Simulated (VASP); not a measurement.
# InGaAs2 (P-4m2) in VASP: notebook

Runs on InGaAs2. Level: PBEsol. Tasks: single point.

Program: VASP 6.6.1. These are calculated values, not measurements. Logs are shortened: lines on timing, memory, paths and dates and some standing lists are left out, and cuts for length are marked.

## (1) The cell of the first run

It takes space group P-4m2 (No. 115, tetragonal). Conventional cell: a = 3.937 Å, b = 3.937 Å, c = 6.052 Å, α = 90.00°, β = 90.00°, γ = 90.00°. In (site symmetry -4m2) has 4 As at 2.56 Å within 3.4 Å. Within 3.2 Å of Ga (site symmetry -4m2) lie 4 As at 2.41 Å. Within 3.2 Å of As (site symmetry 2mm) lie 2 Ga at 2.41 Å and 2 In at 2.56 Å.

## (2) Single point, PBEsol (strain -0.050 along x and y, +0.025 along z)

INCAR reads:

```
ALGO = Normal
EDIFF = 1E-6
ENCUT = 520
GGA = PS
ISIF = 2
ISMEAR = 0
LASPH = True
LCHARG = False
LREAL = False
LWAVE = False
NBANDS = 26
NELM = 100
PREC = Accurate
SIGMA = 0.15
```

KPOINTS reads:

```
k-points
0
Gamma
  12 12 8
```

POSCAR reads:

```
InGaAs2
1.0
    3.9369104442      0.0000000000      0.0000000000
    0.0000000000      3.9369104442      0.0000000000
    0.0000000000      0.0000000000      6.0515977791
In Ga As
1 1 2
Direct
    0.0000000000      0.0000000000      0.5000000000
    0.5000000000      0.5000000000      0.0000000000
    0.5000000000      0.0000000000      0.7697097067
    0.0000000000      0.5000000000      0.2302902933
```

Potentials or basis: VASP PAW PBE potentials, release 64 (In_d, Ga_d, As).

The run is started by

```console
cat potpaw_PBE.64/In_d/POTCAR potpaw_PBE.64/Ga_d/POTCAR potpaw_PBE.64/As/POTCAR > POTCAR
mpirun -np 1 vasp_std > vasp.out
```

OUTCAR:

```text
EDIFF = 1E-6
   ENCUT = 520
   GGA = PS
   ISIF = 2
   ISMEAR = 0
   LASPH = True
   LREAL = False
   NELM = 100
   PREC = Accurate

 ion  position               nearest neighbor table
   1  0.000  0.000  0.500-   3 2.56   4 2.56   4 2.56   3 2.56
   2  0.500  0.500  0.000-   3 2.41   4 2.41   3 2.41   4 2.41
   3  0.500  0.000  0.770-   2 2.41   2 2.41   1 2.56   1 2.56
   4  0.000  0.500  0.230-   2 2.41   2 2.41   1 2.56   1 2.56

  LATTYP: Found a simple tetragonal cell.
 ALAT       =     3.9369104442
 C/A-ratio  =     1.5371438759

  Lattice vectors:

 A1 = (   3.9369104442,   0.0000000000,   0.0000000000)
 A2 = (   0.0000000000,   3.9369104442,   0.0000000000)
 A3 = (   0.0000000000,   0.0000000000,   6.0515977791)

Analysis of symmetry for initial positions (statically):
=====================================================================
 Subroutine PRICEL returns:
 Original cell was already a primitive cell.

 Routine SETGRP: Setting up the symmetry group for a
 simple tetragonal supercell.

 Subroutine GETGRP returns: Found  8 space group operations
 (whereof  8 operations were pure point group operations)
 out of a pool of 16 trial point group operations.

The static configuration has the point symmetry D_2d.

Analysis of symmetry for dynamics (positions and initial velocities):
=====================================================================
 Subroutine PRICEL returns:
 Original cell was already a primitive cell.

 Routine SETGRP: Setting up the symmetry group for a
 simple tetragonal supercell.

 Subroutine GETGRP returns: Found  8 space group operations
 (whereof  8 operations were pure point group operations)
 out of a pool of 16 trial point group operations.

The dynamic configuration has the point symmetry D_2d.

 Subroutine INISYM returns: Found  8 space group operations
 (whereof  8 operations are pure point group operations),
 and found     1 'primitive' translations

----------------------------------------------------------------------------------------

                                     Primitive cell

  volume of cell :      93.7953

  direct lattice vectors                    reciprocal lattice vectors
     3.936910444  0.000000000  0.000000000     0.254006286  0.000000000  0.000000000
     0.000000000  3.936910444  0.000000000     0.000000000  0.254006286  0.000000000
     0.000000000  0.000000000  6.051597779     0.000000000  0.000000000  0.165245616

  length of vectors
     3.936910444  3.936910444  6.051597779     0.254006286  0.254006286  0.165245616

  position of ions in fractional coordinates (direct lattice)
     0.000000000  0.000000000  0.500000000
     0.500000000  0.500000000  0.000000000
     0.500000000  0.000000000  0.769709707
     0.000000000  0.500000000  0.230290293

  ion indices of the primitive-cell ions
   primitive index   ion index
                 1           1
                 2           2
                 3           3
                 4           4

----------------------------------------------------------------------------------------

 KPOINTS: k-points

Automatic generation of k-mesh.
 Grid dimensions read from file:
 generate k-points for:   12   12    8

 Generating k-lattice:

  Cartesian coordinates                     Fractional coordinates (reciprocal lattice)
     0.021167190  0.000000000  0.000000000     0.083333333  0.000000000  0.000000000
     0.000000000  0.021167190  0.000000000     0.000000000  0.083333333  0.000000000
     0.000000000  0.000000000  0.020655702     0.000000000  0.000000000  0.125000000

  Length of vectors
     0.021167190  0.021167190  0.020655702

  Shift w.r.t. Gamma in fractional coordinates (k-lattice)
     0.000000000  0.000000000  0.000000000

 Subroutine IBZKPT returns following result:
 ===========================================

 Found    140 irreducible k-points:

 Following reciprocal coordinates:
            Coordinates               Weight
  0.000000  0.000000  0.000000      1.000000
  0.083333  0.000000  0.000000      4.000000
  0.166667  0.000000  0.000000      4.000000
  0.250000  0.000000  0.000000      4.000000
  0.333333  0.000000  0.000000      4.000000
  0.416667  0.000000  0.000000      4.000000
[... 16 lines left out ...]
  0.333333  0.333333  0.000000      4.000000
  0.416667  0.333333  0.000000      8.000000
 [... further k-points ...]
   k-points           NKPTS =    140   k-points in BZ     NKDIM =    140   number of bands    NBANDS=     26
   number of dos      NEDOS =    301   number of ions     NIONS =      4
   total plane-waves  NPLWV =  43200
   dimension x,y,z NGX =    30 NGY =   30 NGZ =   48
   dimension x,y,z NGXF=    60 NGYF=   60 NGZF=   96
   ions per type =               1   1   2
   NGX,Y,Z   is equivalent  to a cutoff of  12.67, 12.67, 13.19 a.u.
   NGXF,Y,Z  is equivalent  to a cutoff of  25.34, 25.34, 26.37 a.u.
 SYSTEM =  unknown system
   PREC   = accura    normal or accurate (medium, high low for compatibility)
   ISTART =      0    job   : 0-new  1-cont  2-samecut
   ICHARG =      2    charge: 1-file 2-atom 10-const
   ISPIN  =      1    spin polarized calculation?
   LNONCOLLINEAR =      F non collinear calculations
   LSORBIT =      F    spin-orbit coupling
   LASPH  =      T    aspherical Exc in radial PAW
   ENCUT  =  520.0 eV  38.22 Ry    6.18 a.u.   7.32  7.32 11.25*2*pi/ulx,y,z
   NELM   =    100;   NELMIN=  2; NELMDL= -5     # of ELM steps
   EDIFF  = 0.1E-05   stopping-criterion for ELM
   LREAL  =      F    real-space projection
   EDIFFG = 0.1E-04   stopping-criterion for IOM
   NSW    =      0    number of steps for IOM
   IBRION =     -1    ionic relax: 0-MD 1-quasi-New 2-CG
   NFREE  =      0    steps in history (QN), initial steepest desc. (CG)
   ISIF   =      2    stress and relaxation
   ISYM   =      2    0-nonsym 1-usesym 2-fastsym
   POTIM  = 0.5000    time-step for ionic-motion
   TEBEG  =    0.0;   TEEND  =   0.0 temperature during run
   PSTRESS=    0.0 pullay stress
   NELECT =      36.0000    total number of electrons
   NUPDOWN=      -1.0000    fix difference up-down
   EMIN   =  10.00;   EMAX   =-10.00  energy-range for DOS
   EFERMI =   0.00;   METHOD = LEGACY
   ISMEAR =     0;   SIGMA  =   0.15  broadening in eV -4-tet -1-fermi 0-gaus
   EFERMI_NEDOS =   21; number of points for ismear=-14 and -15
   IALGO  =     38    algorithm
   IMIX   =      4    mixing-type and parameters
     AMIX     =   0.40;   BMIX     =  1.00
     AMIX_MAG =   1.60;   BMIX_MAG =  1.00
  volume/ion in A,a.u.               =      23.45       158.24
  Fermi-wavevector in a.u.,A,eV,Ry     =   1.189731  2.248265 19.258487  1.415459
  Thomas-Fermi vector in A             =   2.325831
   LORBIT       =      0    0 simple, 1 ext, 2 COOP (PROOUT), +10 PAW based schemes
   GGA     = PS    functional components
   LHFCALC =     F    Hartree Fock is set to
   AEXX    =    0.0000 exact exchange contribution
   IVDW    =     0    specifies the selected vdW correction
   LEPSILON=     F    determine dielectric tensor
   LRPA    =     F    only Hartree local field effects (RPA)
 non-spin polarized calculation
 Gauss-broadening in eV      SIGMA  =   0.15
  energy-cutoff  :      520.00
  volume of cell :       93.80
 maximum number of plane-waves:      2567
 NGX is ok and might be reduce to    30
   NGX = 15   NGY = 15   NGZ = 23

 number of electron      35.9999992 magnetization

 Free energy of the ion-electron system (eV)
  ---------------------------------------------------
  ext. energy  EPLUGINS =         0.00000000
  ---------------------------------------------------
  free energy    TOTEN  =       -17.31917954 eV

  energy without entropy =      -17.31888980  energy(sigma->0) =      -17.31903467

 E-fermi :   5.1664     XC(G=0):  -9.8265

 val. band max:        5.1404006875   @ k =   0.0000   0.0000   0.0000
 cond. band min:       5.5391364348   @ k =   0.5000   0.0000   0.5000
 fundamental gap:      0.3987357473
 Fermi energy:         5.1664305524

 k-point     1 :       0.0000    0.0000    0.0000
  band No.  band energies     occupation
      1     -10.1853      2.00000
      2     -10.0745      2.00000
      3     -10.0745      2.00000
      4     -10.0245      2.00000
      5     -10.0044      2.00000
      6      -9.8068      2.00000
[... 18 lines left out ...]
     25      12.3545      0.00000
     26      13.6674      0.00000

 k-point     2 :       0.0833    0.0000    0.0000
  band No.  band energies     occupation
      1     -10.1835      2.00000
      2     -10.0787      2.00000
      3     -10.0742      2.00000
      4     -10.0236      2.00000
      5     -10.0052      2.00000
      6      -9.8025      2.00000
[... 18 lines left out ...]
     25      12.6883      0.00000
     26      13.6321      0.00000

 k-point     3 :       0.1667    0.0000    0.0000
  band No.  band energies     occupation
      1     -10.1786      2.00000
      2     -10.0898      2.00000
      3     -10.0733      2.00000
      4     -10.0213      2.00000
      5     -10.0072      2.00000
      6      -9.7918      2.00000
[... 18 lines left out ...]
     25      13.2866      0.00000
     26      13.4417      0.00000

 k-point     4 :       0.2500    0.0000    0.0000
  band No.  band energies     occupation
      1     -10.1721      2.00000
      2     -10.1045      2.00000
      3     -10.0721      2.00000
      4     -10.0181      2.00000
      5     -10.0101      2.00000
      6      -9.7811      2.00000
[... 18 lines left out ...]
     25      12.7149      0.00000
     26      12.7656      0.00000
[... 496 lines left out ...]
      1     -10.1645      2.00000
      2     -10.1511      2.00000
      3     -10.0632      2.00000
      4     -10.0241      2.00000
      5     -10.0095      2.00000
      6      -9.7613      2.00000
[... 18 lines left out ...]
     25      12.5620      0.00000
     26      12.8440      0.00000

 k-point    23 :       0.3333    0.3333    0.0000
  band No.  band energies     occupation
      1     -10.1666      2.00000
      2     -10.1502      2.00000
      3     -10.0618      2.00000
      4     -10.0245      2.00000
      5     -10.0103      2.00000
      6      -9.7457      2.00000
[... 18 lines left out ...]
     25      12.5686      0.00000
     26      13.1506      0.00000

 k-point    24 :       0.4167    0.3333    0.0000
  band No.  band energies     occupation
      1     -10.1681      2.00000
      2     -10.1588      2.00000
      3     -10.0573      2.00000
      4     -10.0273      2.00000
      5     -10.0088      2.00000
      6      -9.7473      2.00000
[... 18 lines left out ...]
     25      13.5252      0.00000
     26      13.8354      0.00000

 [... further k-points ...]

------------------------ aborting loop because EDIFF is reached ----------------------------------------

  FORCE on cell =-STRESS in cart. coord.  units (eV):
  Direction    XX          YY          ZZ          XY          YZ          ZX
  --------------------------------------------------------------------------------------
  -------------------------------------------------------------------------------------
  Total        4.0747170      4.0747170      1.8336801      0.0000000      0.0000000      0.0000000
  in kB       69.6028321     69.6028321     31.3222560      0.0000000      0.0000000      0.0000000
  external PRESSURE =      56.8426401 kB  Pullay stress =       0.0000000 kB

 VOLUME and BASIS-vectors are now :
 -----------------------------------------------------------------------------
  energy-cutoff  :      520.00
  volume of cell :       93.80
      direct lattice vectors                 reciprocal lattice vectors
     3.936910444  0.000000000  0.000000000     0.254006286  0.000000000  0.000000000
     0.000000000  3.936910444  0.000000000     0.000000000  0.254006286  0.000000000
     0.000000000  0.000000000  6.051597779     0.000000000  0.000000000  0.165245616

 POSITION                                       TOTAL-FORCE (eV/Angst)
 -----------------------------------------------------------------------------------
      0.00000      0.00000      3.02580        -0.000000     -0.000000      0.000000
      1.96846      1.96846      0.00000        -0.000000      0.000000      0.000000
      1.96846      0.00000      4.65797         0.000000     -0.000000      0.046331
      0.00000      1.96846      1.39362        -0.000000     -0.000000     -0.046331
 -----------------------------------------------------------------------------------
    total drift:                                0.000000      0.000000      0.000000

  FREE ENERGIE OF THE ION-ELECTRON SYSTEM (eV)
  ---------------------------------------------------
  free  energy   TOTEN  =       -17.3191795405 eV

  energy  without entropy=      -17.3188897976  energy(sigma->0) =      -17.31903467
```

Run time: 4.2 min. Hardware: 1 thread of Intel Xeon 6975P-C, shared host; peak memory 0.46 GiB.

Results:

```
Free energy   : -17.3192 eV
Pressure      : 5.7 GPa
Largest force : 0.046 eV/Å
```

Forces in eV/Å, atoms in the order of the input:
```
In   0.000  0.000  0.000
Ga   0.000  0.000  0.000
As   0.000  0.000  0.046
As   0.000  0.000 -0.046
```

Caveat: the cell differs from its parent crystal (strain -0.050 along x and y, +0.025 along z); the PAW data sets were made with another functional, which shifts forces and pressure a little; spin-orbit coupling is left out, which moves the levels of the heavy elements.

## (3) Single point, PBEsol (strain -0.050 along x and y, +0.050 along z)

Changes to INCAR since step 2:

```diff
@@ -11,3 +11,3 @@
 NBANDS = 26
-NELM = 100
+NELM = 80
 PREC = Accurate
```

KPOINTS is that of step 2.

Changes to POSCAR since step 2:

```diff
@@ -4,3 +4,3 @@
     0.0000000000      3.9369104442      0.0000000000
-    0.0000000000      0.0000000000      6.0515977791
+    0.0000000000      0.0000000000      6.1991977250
 In Ga As
```

Potentials or basis: VASP PAW PBE potentials, release 64 (In_d, Ga_d, As).

The run is started by

```console
cat potpaw_PBE.64/In_d/POTCAR potpaw_PBE.64/Ga_d/POTCAR potpaw_PBE.64/As/POTCAR > POTCAR
mpirun -np 1 vasp_std > vasp.out
```

Wall time 4.2 min (1 thread of Intel Xeon 6975P-C, shared host); peak memory 0.47 GiB.

Results (log left out):

```yaml
Free_energy: -17.3416 eV
Pressure: 3.6 GPa
Largest_force: 0.016 eV/Å
Band_gap_on_the_k_mesh: zero (filled and empty bands touch)
```

Forces in eV/Å, atoms in the order of the input:
```
In   0.000  0.000  0.000
Ga   0.000  0.000  0.000
As   0.000  0.000  0.016
As   0.000  0.000 -0.016
```

Stress tensor (GPa, compression positive):
```
5.40 0.00 0.00
0.00 5.40 0.00
0.00 0.00 0.01
```

Levels at points of the mesh, in eV from the Fermi level:
| k point | band 15 | band 16 | band 17 | band 18 | band 19 | band 20 | band 21 | band 22 |
| --- | --- | --- | --- | --- | --- | --- | --- | --- |
| (0.00, 0.00, 0.00) | -2.62 | -0.90 | -0.23 | -0.12 | -0.12 | 1.42 | 2.03 | 3.44 |
| (0.50, 0.00, 0.00) | -4.12 | -3.85 | -1.45 | -0.79 | 2.27 | 3.24 | 4.21 | 4.40 |
| (0.50, 0.50, 0.00) | -3.41 | -3.18 | -3.18 | -3.03 | 0.76 | 0.76 | 0.91 | 1.29 |
| (0.00, 0.00, 0.50) | -2.02 | -2.02 | -1.32 | -1.32 | 1.87 | 2.07 | 2.52 | 3.18 |
| (0.50, 0.00, 0.50) | -1.92 | -1.90 | -1.43 | -0.72 | 0.25 | 0.55 | 3.66 | 4.54 |
| (0.50, 0.50, 0.50) | -3.84 | -3.81 | -3.67 | -3.67 | 3.39 | 3.50 | 3.52 | 3.52 |

Caveat: the cell differs from its parent crystal (strain -0.050 along x and y, +0.050 along z); the PAW data sets were made with another functional, which shifts forces and pressure a little; spin-orbit coupling is left out, which moves the levels of the heavy elements.
